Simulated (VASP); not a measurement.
# Bi (Im-3m) in VASP: a series of runs

Runs on Bi. Level: r2SCAN. Tasks: single point.

All numbers are computed with VASP 6.6.1; they aren't measurements. Logs are shortened: lines on timing, memory, paths and dates and some standing lists are left out, and cuts for length are marked.

### Step 1. The cell of the first run

The structure is cubic, space group Im-3m (No. 229). The conventional cell has a = 3.961 Å, b = 3.961 Å, c = 3.961 Å, α = 90.00°, β = 90.00°, γ = 90.00°. Bi (site symmetry m-3m) has 14 Bi at 3.43 to 3.96 Å within 4.5 Å.

### Step 2. Single point, r2SCAN

Contents of POSCAR:

```
Bi
1.0
   -1.9805154041      1.9805154041      1.9805154041
    1.9805154041     -1.9805154041      1.9805154041
    1.9805154041      1.9805154041     -1.9805154041
Bi
1
Direct
    0.0000000000      0.0000000000      0.0000000000
```

Contents of INCAR.step1:

```
PREC = Accurate ; ENCUT = 520
ISMEAR = 0 ; SIGMA = 0.05
LREAL = False ; LASPH = True
NELM = 80 ; NBANDS = 14
GGA = PE ; ALGO = Normal
EDIFF = 1E-4 ; LWAVE = True
LCHARG = False
```

Contents of INCAR.step2:

```
PREC = Accurate ; ENCUT = 520
EDIFF = 1E-7 ; ISMEAR = 0
SIGMA = 0.05 ; LREAL = False
LASPH = True ; NELM = 80
ALGO = Normal ; ISIF = 2
LWAVE = False ; LCHARG = True
METAGGA = R2SCAN ; LMIXTAU = True
LELF = True ; LVHAR = True
NBANDS = 14 ; ISTART = 1
```

Contents of KPOINTS:

```
regular mesh
0
Gamma
  14 14 14
```

Potentials or basis: VASP PAW PBE potentials, release 64 (Bi_d).

Started as:

```sh
$ cat potpaw_PBE.64/Bi_d/POTCAR > POTCAR
$ cp INCAR.step1 INCAR
$ mpirun -np 1 vasp_std > vasp.out
$ cp INCAR.step2 INCAR
$ mpirun -np 1 vasp_std > vasp.out
```

OUTCAR:

```text
PREC = Accurate
   ENCUT = 520
   EDIFF = 1E-7
   ISMEAR = 0
   LREAL = False
   LASPH = True
   NELM = 80
   ISIF = 2
   METAGGA = R2SCAN
   ISTART = 1

 ion  position               nearest neighbor table
   1  0.000  0.000  0.000-

  LATTYP: Found a body centered cubic cell.
 ALAT       =     3.9610308082

  Lattice vectors:

 A1 = (  -1.9805154041,   1.9805154041,   1.9805154041)
 A2 = (   1.9805154041,  -1.9805154041,   1.9805154041)
 A3 = (   1.9805154041,   1.9805154041,  -1.9805154041)

Analysis of symmetry for initial positions (statically):
=====================================================================
 Subroutine PRICEL returns:
 Original cell was already a primitive cell.

 Routine SETGRP: Setting up the symmetry group for a
 body centered cubic supercell.

 Subroutine GETGRP returns: Found 48 space group operations
 (whereof 48 operations were pure point group operations)
 out of a pool of 48 trial point group operations.

The static configuration has the point symmetry O_h .

Analysis of symmetry for dynamics (positions and initial velocities):
=====================================================================
 Subroutine PRICEL returns:
 Original cell was already a primitive cell.

 Routine SETGRP: Setting up the symmetry group for a
 body centered cubic supercell.

 Subroutine GETGRP returns: Found 48 space group operations
 (whereof 48 operations were pure point group operations)
 out of a pool of 48 trial point group operations.

The dynamic configuration has the point symmetry O_h .

 Subroutine INISYM returns: Found 48 space group operations
 (whereof 48 operations are pure point group operations),
 and found     1 'primitive' translations

----------------------------------------------------------------------------------------

                                     Primitive cell

  volume of cell :      31.0738

  direct lattice vectors                    reciprocal lattice vectors
    -1.980515404  1.980515404  1.980515404     0.000000000  0.252459536  0.252459536
     1.980515404 -1.980515404  1.980515404     0.252459536  0.000000000  0.252459536
     1.980515404  1.980515404 -1.980515404     0.252459536  0.252459536  0.000000000

  length of vectors
     3.430353305  3.430353305  3.430353305     0.357031700  0.357031700  0.357031700

  position of ions in fractional coordinates (direct lattice)
     0.000000000  0.000000000  0.000000000

  ion indices of the primitive-cell ions
   primitive index   ion index
                 1           1

----------------------------------------------------------------------------------------

 KPOINTS: regular mesh

Automatic generation of k-mesh.
 Grid dimensions read from file:
 generate k-points for:   14   14   14

 Generating k-lattice:

  Cartesian coordinates                     Fractional coordinates (reciprocal lattice)
     0.000000000  0.018032824  0.018032824     0.071428571  0.000000000  0.000000000
     0.018032824  0.000000000  0.018032824     0.000000000  0.071428571  0.000000000
     0.018032824  0.018032824  0.000000000     0.000000000  0.000000000  0.071428571

  Length of vectors
     0.025502264  0.025502264  0.025502264

  Shift w.r.t. Gamma in fractional coordinates (k-lattice)
     0.000000000  0.000000000  0.000000000

 Subroutine IBZKPT returns following result:
 ===========================================

 Found    104 irreducible k-points:

 Following reciprocal coordinates:
            Coordinates               Weight
  0.000000  0.000000  0.000000      1.000000
  0.071429  0.000000  0.000000     12.000000
  0.142857  0.000000  0.000000     12.000000
  0.214286  0.000000  0.000000     12.000000
  0.285714  0.000000  0.000000     12.000000
  0.357143  0.000000  0.000000     12.000000
[... 16 lines left out ...]
  0.285714  0.285714  0.000000     24.000000
  0.357143  0.285714 -0.000000     24.000000
 [... further k-points ...]
   k-points           NKPTS =    104   k-points in BZ     NKDIM =    104   number of bands    NBANDS=     14
   number of dos      NEDOS =    301   number of ions     NIONS =      1
   total plane-waves  NPLWV =  21952
   dimension x,y,z NGX =    28 NGY =   28 NGZ =   28
   dimension x,y,z NGXF=    56 NGYF=   56 NGZF=   56
   ions per type =               1
   NGX,Y,Z   is equivalent  to a cutoff of  13.57, 13.57, 13.57 a.u.
   NGXF,Y,Z  is equivalent  to a cutoff of  27.14, 27.14, 27.14 a.u.
 SYSTEM =  unknown system
   PREC   = accura    normal or accurate (medium, high low for compatibility)
   ISTART =      1    job   : 0-new  1-cont  2-samecut
   ICHARG =      0    charge: 1-file 2-atom 10-const
   ISPIN  =      1    spin polarized calculation?
   LNONCOLLINEAR =      F non collinear calculations
   LSORBIT =      F    spin-orbit coupling
   LASPH  =      T    aspherical Exc in radial PAW
   ENCUT  =  520.0 eV  38.22 Ry    6.18 a.u.   6.38  6.38  6.38*2*pi/ulx,y,z
   NELM   =     80;   NELMIN=  2; NELMDL=  0     # of ELM steps
   EDIFF  = 0.1E-06   stopping-criterion for ELM
   LREAL  =      F    real-space projection
   EDIFFG = 0.1E-05   stopping-criterion for IOM
   NSW    =      0    number of steps for IOM
   IBRION =     -1    ionic relax: 0-MD 1-quasi-New 2-CG
   NFREE  =      0    steps in history (QN), initial steepest desc. (CG)
   ISIF   =      2    stress and relaxation
   ISYM   =      2    0-nonsym 1-usesym 2-fastsym
   POTIM  = 0.5000    time-step for ionic-motion
   TEBEG  =    0.0;   TEEND  =   0.0 temperature during run
   PSTRESS=    0.0 pullay stress
   NELECT =      15.0000    total number of electrons
   NUPDOWN=      -1.0000    fix difference up-down
   EMIN   =  10.00;   EMAX   =-10.00  energy-range for DOS
   EFERMI =   0.00;   METHOD = LEGACY
   ISMEAR =     0;   SIGMA  =   0.05  broadening in eV -4-tet -1-fermi 0-gaus
   EFERMI_NEDOS =   21; number of points for ismear=-14 and -15
   IALGO  =     38    algorithm
   IMIX   =      4    mixing-type and parameters
     AMIX     =   0.40;   BMIX     =  1.00
     AMIX_MAG =   1.60;   BMIX_MAG =  1.00
  volume/ion in A,a.u.               =      31.07       209.70
  Fermi-wavevector in a.u.,A,eV,Ry     =   1.284223  2.426829 22.439110  1.649228
  Thomas-Fermi vector in A             =   2.416429
   LORBIT       =      0    0 simple, 1 ext, 2 COOP (PROOUT), +10 PAW based schemes
   METAGGA = R2SCAN    functional components
   LHFCALC =     F    Hartree Fock is set to
   AEXX    =    0.0000 exact exchange contribution
   IVDW    =     0    specifies the selected vdW correction
   LEPSILON=     F    determine dielectric tensor
   LRPA    =     F    only Hartree local field effects (RPA)
 non-spin polarized calculation
 Gauss-broadening in eV      SIGMA  =   0.05
  energy-cutoff  :      520.00
  volume of cell :       31.07
 maximum number of plane-waves:       887
 NGX is ok and might be reduce to    28
   NGX = 13   NGY = 13   NGZ = 13

 number of electron      14.9999994 magnetization

 Free energy of the ion-electron system (eV)
  ---------------------------------------------------
  ext. energy  EPLUGINS =         0.00000000
  ---------------------------------------------------
  free energy    TOTEN  =       -58.26289141 eV

  energy without entropy =      -58.26137435  energy(sigma->0) =      -58.26213288

 E-fermi :   7.7670     XC(G=0): -11.0736

 val. band max:        7.7591723569   @ k =   0.2143   0.2143   0.0000
 cond. band min:       7.7831824613   @ k =  -0.4286   0.4286   0.2857
 fundamental gap:      0.0240101043
 Fermi energy:         7.7670471566

 k-point     1 :       0.0000    0.0000    0.0000
  band No.  band energies     occupation
      1     -15.9003      2.00000
      2     -15.9003      2.00000
      3     -15.9003      2.00000
      4     -15.7566      2.00000
      5     -15.7566      2.00000
      6      -6.2844      2.00000
      7      13.2048      0.00000
      8      13.2048      0.00000
      9      13.2048      0.00000
     10      17.9884      0.00000
     11      19.1330      0.00000
     12      19.1330      0.00000
     13      19.1330      0.00000
     14      20.0310      0.00000

 k-point     2 :       0.0714    0.0000    0.0000
  band No.  band energies     occupation
      1     -15.9024      2.00000
      2     -15.8964      2.00000
      3     -15.8888      2.00000
      4     -15.7591      2.00000
      5     -15.7570      2.00000
      6      -6.1858      2.00000
      7      12.2132      0.00000
      8      12.8930      0.00000
      9      13.1231      0.00000
     10      18.0216      0.00000
     11      18.4816      0.00000
     12      18.8286      0.00000
     13      18.9719      0.00000
     14      20.4718      0.00000

 k-point     3 :       0.1429    0.0000    0.0000
  band No.  band energies     occupation
      1     -15.9085      2.00000
      2     -15.8865      2.00000
      3     -15.8568      2.00000
      4     -15.7657      2.00000
      5     -15.7584      2.00000
      6      -5.8921      2.00000
      7      10.2507      0.00000
      8      12.1581      0.00000
      9      12.8883      0.00000
     10      16.8719      0.00000
     11      17.6809      0.00000
     12      18.8272      0.00000
     13      19.8855      0.00000
     14      21.5898      0.00000
[... 324 lines left out ...]
 k-point    23 :       0.2857    0.2857    0.0000
  band No.  band energies     occupation
      1     -15.9093      2.00000
      2     -15.8246      2.00000
      3     -15.7879      2.00000
      4     -15.7618      2.00000
      5     -15.7141      2.00000
      6      -2.7283      2.00000
      7       3.8903      2.00000
      8       5.5910      2.00000
      9      10.4326      0.00000
     10      16.8303      0.00000
     11      18.5198      0.00000
     12      20.6384      0.00000
     13      23.1031      0.00000
     14      23.3624      0.00000

 k-point    24 :       0.3571    0.2857   -0.0000
  band No.  band energies     occupation
      1     -15.9082      2.00000
      2     -15.8151      2.00000
      3     -15.7943      2.00000
      4     -15.7506      2.00000
      5     -15.7235      2.00000
      6      -2.5348      2.00000
      7       3.9321      2.00000
      8       5.0493      2.00000
      9      10.3563      0.00000
     10      16.9498      0.00000
     11      19.0539      0.00000
     12      19.7551      0.00000
     13      23.1602      0.00000
     14      25.3497      0.00000

 [... further k-points ...]
[... 5 lines left out ...]
  --------------------------------------------------------------------------------------
  -------------------------------------------------------------------------------------
  Total       -0.0033658     -0.0033658     -0.0033658      0.0000000     -0.0000000      0.0000000
  in kB       -0.1735399     -0.1735399     -0.1735399      0.0000000     -0.0000000      0.0000000
  external PRESSURE =      -0.1735399 kB  Pullay stress =       0.0000000 kB

 VOLUME and BASIS-vectors are now :
 -----------------------------------------------------------------------------
  energy-cutoff  :      520.00
  volume of cell :       31.07
      direct lattice vectors                 reciprocal lattice vectors
    -1.980515404  1.980515404  1.980515404     0.000000000  0.252459536  0.252459536
     1.980515404 -1.980515404  1.980515404     0.252459536  0.000000000  0.252459536
     1.980515404  1.980515404 -1.980515404     0.252459536  0.252459536  0.000000000

 POSITION                                       TOTAL-FORCE (eV/Angst)
 -----------------------------------------------------------------------------------
      0.00000      0.00000      0.00000         0.000000      0.000000     -0.000000
 -----------------------------------------------------------------------------------
    total drift:                               -0.000000     -0.000000     -0.000000

  FREE ENERGIE OF THE ION-ELECTRON SYSTEM (eV)
  ---------------------------------------------------
  free  energy   TOTEN  =       -58.2628914130 eV

  energy  without entropy=      -58.2613743511  energy(sigma->0) =      -58.26213288
```

Run time: 3.3 min. Hardware: 1 thread of Intel Xeon Platinum 8259CL at 2.50GHz (Skylake/Cascade Lake), shared host; peak memory 0.19 GiB.

Results:

- Free energy: -58.2629 eV
- Pressure: 0.0 GPa

Caveat: the PAW data sets were made with another functional, which shifts forces and pressure a little; spin-orbit coupling is left out, which moves the levels of the heavy elements.

### Step 3. Single point, r2SCAN

This run uses another cell than the first one, of 31.46 Å³/atom, 1.012 times its volume.

Contents of POSCAR:

```
Bi
1.0
   -1.9886463737      1.9886463737      1.9886463737
    1.9886463737     -1.9886463737      1.9886463737
    1.9886463737      1.9886463737     -1.9886463737
Bi
1
Direct
    0.0000000000      0.0000000000      0.0000000000
```

Contents of INCAR.step1:

```
  ALGO = Normal
  EDIFF = 1E-4
  ENCUT = 520
  GGA = PE
  ISMEAR = 0
  LASPH = True
  LCHARG = False
  LREAL = False
  LWAVE = True
  NBANDS = 14
  NELM = 100
  PREC = Accurate
  SIGMA = 0.05
```

Contents of INCAR.step2:

```
  ALGO = Normal
  EDIFF = 1E-6
  ENCUT = 520
  ISIF = 2
  ISMEAR = 0
  ISTART = 1
  LASPH = True
  LCHARG = False
  LMIXTAU = True
  LREAL = False
  LWAVE = False
  METAGGA = R2SCAN
  NBANDS = 14
  NELM = 100
  PREC = Accurate
  SIGMA = 0.05
```

Contents of KPOINTS:

```
k-points
0
Gamma
  14 14 14
```

Potentials or basis: VASP PAW PBE potentials, release 64 (Bi_d).

Started as:

```sh
$ cat potpaw_PBE.64/Bi_d/POTCAR > POTCAR
$ cp INCAR.step1 INCAR
$ mpirun -np 1 vasp_std > vasp.out
$ cp INCAR.step2 INCAR
$ mpirun -np 1 vasp_std > vasp.out
```

Wall time 2.7 min (1 thread of Intel Xeon Platinum 8259CL at 2.50GHz (Skylake/Cascade Lake), shared host); peak memory 0.19 GiB.

The run converged. Its results:

| Quantity | Value |
| --- | --- |
| Free energy | -58.2623 eV |
| Pressure | -0.7 GPa |

Levels at points of the mesh, in eV from the Fermi level:
| k point | band 3 | band 4 | band 5 | band 6 | band 7 | band 8 | band 9 | band 10 | band 11 | band 12 |
| --- | --- | --- | --- | --- | --- | --- | --- | --- | --- | --- |
| (0.00, 0.00, 0.00) | -23.65 | -23.52 | -23.52 | -13.96 | 5.35 | 5.35 | 5.35 | 10.06 | 11.37 | 11.37 |
| (0.50, 0.00, 0.00) | -23.53 | -23.52 | -23.43 | -10.78 | -5.15 | 1.63 | 3.76 | 6.61 | 8.05 | 13.31 |
| (0.50, 0.50, 0.50) | -23.45 | -23.45 | -23.45 | -8.52 | -1.87 | -1.87 | -1.87 | 4.10 | 4.10 | 16.29 |

Caveat: the PAW data sets were made with another functional, which shifts forces and pressure a little; spin-orbit coupling is left out, which moves the levels of the heavy elements.
